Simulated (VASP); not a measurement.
# Ag (Fm-3m) in VASP: further runs

Aim: see how the results for Ag move with the level of theory and the settings. Levels: PBEsol+D3(BJ), PBE, r2SCAN, BLYP. Tasks: single point.

All numbers are computed with VASP 6.6.1; they aren't measurements. Logs are shortened: lines on timing, memory, paths and dates and some standing lists are left out, and cuts for length are marked.

## (1) The cell of the first run

The structure is cubic, space group Fm-3m (No. 225). Conventional cell: a = 4.085 Å, b = 4.085 Å, c = 4.085 Å, α = 90.00°, β = 90.00°, γ = 90.00°. Ag (site symmetry m-3m) has 12 Ag at 2.89 Å within 3.8 Å.

## (2) Single point, PBEsol+D3(BJ)

Input file INCAR:

```
SYSTEM = Ag
  PREC = Accurate
  ENCUT = 520
  EDIFF = 1E-6
  ISMEAR = 0
  SIGMA = 0.1
  LREAL = .FALSE.
  LASPH = .TRUE.
  NELM = 100
  ALGO = Normal
  ISIF = 2
  LWAVE = .FALSE.
  LCHARG = .FALSE.
  GGA = PS
  IVDW = 12
  NBANDS = 12
```

Input file KPOINTS:

```
Automatic mesh
0
G
  11 11 11
  0 0 0
```

Input file POSCAR:

```
Ag
1.0
    0.0000000000      2.0427500000      2.0427500000
    2.0427500000      0.0000000000      2.0427500000
    2.0427500000      2.0427500000      0.0000000000
Ag
1
Direct
    0.0000000000      0.0000000000      0.0000000000
```

Potentials or basis: VASP PAW PBE potentials, release 64 (Ag).

Launch:

```
$ cat potpaw_PBE.64/Ag/POTCAR > POTCAR
$ mpirun -np 1 vasp_std > vasp.out
```

OUTCAR:

```text
SYSTEM = Ag
   PREC = Accurate
   ENCUT = 520
   EDIFF = 1E-6
   ISMEAR = 0
   LREAL = .FALSE.
   LASPH = .TRUE.
   NELM = 100
   ISIF = 2
   GGA = PS
   IVDW = 12
 IVDW          = 12

 ion  position               nearest neighbor table
   1  0.000  0.000  0.000-

  LATTYP: Found a face centered cubic cell.
 ALAT       =     4.0855000000

  Lattice vectors:

 A1 = (   0.0000000000,   2.0427500000,   2.0427500000)
 A2 = (   2.0427500000,   0.0000000000,   2.0427500000)
 A3 = (   2.0427500000,   2.0427500000,   0.0000000000)

Analysis of symmetry for initial positions (statically):
=====================================================================
 Subroutine PRICEL returns:
 Original cell was already a primitive cell.

 Routine SETGRP: Setting up the symmetry group for a
 face centered cubic supercell.

 Subroutine GETGRP returns: Found 48 space group operations
 (whereof 48 operations were pure point group operations)
 out of a pool of 48 trial point group operations.

The static configuration has the point symmetry O_h .

Analysis of symmetry for dynamics (positions and initial velocities):
=====================================================================
 Subroutine PRICEL returns:
 Original cell was already a primitive cell.

 Routine SETGRP: Setting up the symmetry group for a
 face centered cubic supercell.

 Subroutine GETGRP returns: Found 48 space group operations
 (whereof 48 operations were pure point group operations)
 out of a pool of 48 trial point group operations.

The dynamic configuration has the point symmetry O_h .

 Subroutine INISYM returns: Found 48 space group operations
 (whereof 48 operations are pure point group operations),
 and found     1 'primitive' translations

----------------------------------------------------------------------------------------

                                     Primitive cell

  volume of cell :      17.0481

  direct lattice vectors                    reciprocal lattice vectors
     0.000000000  2.042750000  2.042750000    -0.244768082  0.244768082  0.244768082
     2.042750000  0.000000000  2.042750000     0.244768082 -0.244768082  0.244768082
     2.042750000  2.042750000  0.000000000     0.244768082  0.244768082 -0.244768082

  length of vectors
     2.888884755  2.888884755  2.888884755     0.423950755  0.423950755  0.423950755

  position of ions in fractional coordinates (direct lattice)
     0.000000000  0.000000000  0.000000000

  ion indices of the primitive-cell ions
   primitive index   ion index
                 1           1

----------------------------------------------------------------------------------------

 KPOINTS: Automatic mesh

Automatic generation of k-mesh.
 Grid dimensions read from file:
 generate k-points for:   11   11   11

 Generating k-lattice:

  Cartesian coordinates                     Fractional coordinates (reciprocal lattice)
    -0.022251644  0.022251644  0.022251644     0.090909091  0.000000000  0.000000000
     0.022251644 -0.022251644  0.022251644     0.000000000  0.090909091  0.000000000
     0.022251644  0.022251644 -0.022251644     0.000000000  0.000000000  0.090909091

  Length of vectors
     0.038540978  0.038540978  0.038540978

  Shift w.r.t. Gamma in fractional coordinates (k-lattice)
     0.000000000  0.000000000  0.000000000

 Subroutine IBZKPT returns following result:
 ===========================================

 Found     56 irreducible k-points:

 Following reciprocal coordinates:
            Coordinates               Weight
  0.000000  0.000000  0.000000      1.000000
  0.090909  0.000000  0.000000      8.000000
  0.181818  0.000000  0.000000      8.000000
  0.272727  0.000000  0.000000      8.000000
  0.363636  0.000000  0.000000      8.000000
  0.454545  0.000000  0.000000      8.000000
[... 16 lines left out ...]
 -0.272727  0.181818  0.000000     24.000000
 -0.181818  0.181818  0.000000     12.000000
 [... further k-points ...]
   k-points           NKPTS =     56   k-points in BZ     NKDIM =     56   number of bands    NBANDS=     12
   number of dos      NEDOS =    301   number of ions     NIONS =      1
   total plane-waves  NPLWV =  13824
   dimension x,y,z NGX =    24 NGY =   24 NGZ =   24
   dimension x,y,z NGXF=    48 NGYF=   48 NGZF=   48
   ions per type =               1
   NGX,Y,Z   is equivalent  to a cutoff of  13.81, 13.81, 13.81 a.u.
   NGXF,Y,Z  is equivalent  to a cutoff of  27.62, 27.62, 27.62 a.u.
 SYSTEM =  Ag
   PREC   = accura    normal or accurate (medium, high low for compatibility)
   ISTART =      0    job   : 0-new  1-cont  2-samecut
   ICHARG =      2    charge: 1-file 2-atom 10-const
   ISPIN  =      1    spin polarized calculation?
   LNONCOLLINEAR =      F non collinear calculations
   LSORBIT =      F    spin-orbit coupling
   LASPH  =      T    aspherical Exc in radial PAW
   ENCUT  =  520.0 eV  38.22 Ry    6.18 a.u.   5.37  5.37  5.37*2*pi/ulx,y,z
   NELM   =    100;   NELMIN=  2; NELMDL= -5     # of ELM steps
   EDIFF  = 0.1E-05   stopping-criterion for ELM
   LREAL  =      F    real-space projection
   EDIFFG = 0.1E-04   stopping-criterion for IOM
   NSW    =      0    number of steps for IOM
   IBRION =     -1    ionic relax: 0-MD 1-quasi-New 2-CG
   NFREE  =      0    steps in history (QN), initial steepest desc. (CG)
   ISIF   =      2    stress and relaxation
   ISYM   =      2    0-nonsym 1-usesym 2-fastsym
   POTIM  = 0.5000    time-step for ionic-motion
   TEBEG  =    0.0;   TEEND  =   0.0 temperature during run
   PSTRESS=    0.0 pullay stress
   NELECT =      11.0000    total number of electrons
   NUPDOWN=      -1.0000    fix difference up-down
   EMIN   =  10.00;   EMAX   =-10.00  energy-range for DOS
   EFERMI =   0.00;   METHOD = LEGACY
   ISMEAR =     0;   SIGMA  =   0.10  broadening in eV -4-tet -1-fermi 0-gaus
   EFERMI_NEDOS =   21; number of points for ismear=-14 and -15
   IALGO  =     38    algorithm
   IMIX   =      4    mixing-type and parameters
     AMIX     =   0.40;   BMIX     =  1.00
     AMIX_MAG =   1.60;   BMIX_MAG =  1.00
  volume/ion in A,a.u.               =      17.05       115.05
  Fermi-wavevector in a.u.,A,eV,Ry     =   1.414644  2.673290 27.228221  2.001218
  Thomas-Fermi vector in A             =   2.536165
   LORBIT       =      0    0 simple, 1 ext, 2 COOP (PROOUT), +10 PAW based schemes
   GGA     = PS    functional components
   LHFCALC =     F    Hartree Fock is set to
   AEXX    =    0.0000 exact exchange contribution
   IVDW    =    12    specifies the selected vdW correction
   LEPSILON=     F    determine dielectric tensor
   LRPA    =     F    only Hartree local field effects (RPA)
 non-spin polarized calculation
 Gauss-broadening in eV      SIGMA  =   0.10
  energy-cutoff  :      520.00
  volume of cell :       17.05
 maximum number of plane-waves:       477
 NGX is ok and might be reduce to    24
   NGX = 11   NGY = 11   NGZ = 11

 number of electron      10.9999999 magnetization

 Free energy of the ion-electron system (eV)
  ---------------------------------------------------
  ext. energy  EPLUGINS =         0.00000000
  ---------------------------------------------------
  free energy    TOTEN  =        -3.30918071 eV

  energy without entropy =       -3.30740778  energy(sigma->0) =       -3.30829424

 E-fermi :   8.4453     XC(G=0): -12.4145

 val. band max:        8.3989556239   @ k =  -0.4545   0.0909   0.0000
 cond. band min:       8.4918682946   @ k =   0.4545   0.3636   0.0000
 fundamental gap:      0.0929126707
 Fermi energy:         8.4452664939

 k-point     1 :       0.0000    0.0000    0.0000
  band No.  band energies     occupation
      1       0.4013      2.00000
      2       3.4540      2.00000
      3       3.4540      2.00000
      4       3.4540      2.00000
      5       4.5003      2.00000
      6       4.5003      2.00000
      7      24.2188      0.00000
      8      27.7919      0.00000
      9      27.7919      0.00000
     10      27.7919      0.00000
     11      32.6134      0.00000
     12      33.7346      0.00000

 k-point     2 :       0.0909    0.0000    0.0000
  band No.  band energies     occupation
      1       0.6568      2.00000
      2       3.3979      2.00000
      3       3.5228      2.00000
      4       3.5228      2.00000
      5       4.4759      2.00000
      6       4.4759      2.00000
      7      24.1824      0.00000
      8      26.0042      0.00000
      9      27.8917      0.00000
     10      27.8917      0.00000
     11      32.2154      0.00000
     12      33.4008      0.00000

 k-point     3 :       0.1818    0.0000    0.0000
  band No.  band energies     occupation
      1       1.3260      2.00000
      2       3.3567      2.00000
      3       3.6464      2.00000
      4       3.6464      2.00000
      5       4.4846      2.00000
      6       4.4846      2.00000
      7      21.9410      0.00000
      8      25.0849      0.00000
      9      28.0177      0.00000
     10      28.0177      0.00000
     11      31.0085      0.00000
     12      32.3181      0.00000

 k-point     4 :       0.2727    0.0000    0.0000
  band No.  band energies     occupation
      1       1.8891      2.00000
      2       3.6391      2.00000
      3       3.6391      2.00000
      4       3.9078      2.00000
      5       4.6972      2.00000
      6       4.6972      2.00000
      7      18.4564      0.00000
      8      24.6563      0.00000
      9      27.6802      0.00000
     10      27.6802      0.00000
     11      31.3165      0.00000
     12      31.3170      0.00000

 k-point     5 :       0.3636    0.0000    0.0000
  band No.  band energies     occupation
      1       1.9253      2.00000
      2       3.5287      2.00000
      3       3.5287      2.00000
      4       5.0317      2.00000
      5       5.0317      2.00000
      6       5.4782      2.00000
      7      15.0733      0.00000
      8      23.9610      0.00000
      9      26.8060      0.00000
     10      26.8060      0.00000
     11      31.0367      0.00000
     12      31.0367      0.00000
[... 228 lines left out ...]
      1       2.2984      2.00000
      2       3.1493      2.00000
      3       3.8829      2.00000
      4       4.1168      2.00000
      5       5.2672      2.00000
      6       9.7690      0.00000
      7      12.1037      0.00000
      8      20.7934      0.00000
      9      23.6702      0.00000
     10      24.5613      0.00000
     11      33.2051      0.00000
     12      33.2356      0.00000

 k-point    22 :      -0.3636    0.1818    0.0000
  band No.  band energies     occupation
      1       2.4069      2.00000
      2       3.2023      2.00000
      3       3.8687      2.00000
      4       4.0758      2.00000
      5       4.9589      2.00000
      6       8.6296      0.00912
      7      13.6871      0.00000
      8      20.1440      0.00000
      9      24.7768      0.00000
     10      25.0672      0.00000
     11      32.1066      0.00000
     12      32.9747      0.00000

 k-point    23 :      -0.2727    0.1818    0.0000
  band No.  band energies     occupation
      1       2.5799      2.00000
      2       3.2730      2.00000
      3       3.6912      2.00000
      4       3.9450      2.00000
      5       4.5150      2.00000
      6       6.8660      2.00000
      7      16.8542      0.00000
      8      20.0194      0.00000
      9      25.5366      0.00000
     10      27.0565      0.00000
     11      30.3646      0.00000
     12      32.9289      0.00000

 k-point    24 :      -0.1818    0.1818    0.0000
  band No.  band energies     occupation
      1       2.4604      2.00000
      2       3.0467      2.00000
      3       3.6646      2.00000
      4       4.0722      2.00000
      5       4.1070      2.00000
      6       5.6278      2.00000
      7      20.1201      0.00000
      8      20.5348      0.00000
      9      26.8170      0.00000
     10      28.6250      0.00000
     11      29.2985      0.00000
     12      32.8196      0.00000

 [... further k-points ...]

------------------------ aborting loop because EDIFF is reached ----------------------------------------

 Edisp (eV)   -0.54532

 E8    (eV) :    -0.3617

  FORCE on cell =-STRESS in cart. coord.  units (eV):
  Direction    XX          YY          ZZ          XY          YZ          ZX
  --------------------------------------------------------------------------------------
  -------------------------------------------------------------------------------------
  Total      -0.89200    -0.89200    -0.89200    -0.00000    -0.00000    -0.00000
  in kB     -83.83003   -83.83003   -83.83003    -0.00000    -0.00000    -0.00000
  external pressure =      -83.83 kB  Pullay stress =        0.00 kB

 VOLUME and BASIS-vectors are now :
 -----------------------------------------------------------------------------
  energy-cutoff  :      520.00
  volume of cell :       17.05
      direct lattice vectors                 reciprocal lattice vectors
     0.000000000  2.042750000  2.042750000    -0.244768082  0.244768082  0.244768082
     2.042750000  0.000000000  2.042750000     0.244768082 -0.244768082  0.244768082
     2.042750000  2.042750000  0.000000000     0.244768082  0.244768082 -0.244768082

 POSITION                                       TOTAL-FORCE (eV/Angst)
 -----------------------------------------------------------------------------------
      0.00000      0.00000      0.00000         0.000000     -0.000000      0.000000
 -----------------------------------------------------------------------------------
    total drift:                                0.000000      0.000000     -0.000000

  FREE ENERGIE OF THE ION-ELECTRON SYSTEM (eV)
  ---------------------------------------------------
  free  energy   TOTEN  =        -3.8544976204 eV

  energy  without entropy=       -3.8527246866  energy(sigma->0) =       -3.85361115
```

Wall time 18 s (1 thread of AMD EPYC 7R13, shared host); peak memory 0.12 GiB.

Results:

| Quantity | Value |
| --- | --- |
| Free energy | -3.8545 eV |
| Pressure | -8.4 GPa |
| Dispersion energy per atom | -0.545 eV |

Caveat: three body term missing; the PAW data sets were made with another functional, which shifts forces and pressure a little; pairwise dispersion overbinds metals, which lowers pressure and volume.

(Part 1 of 2 ends here.)
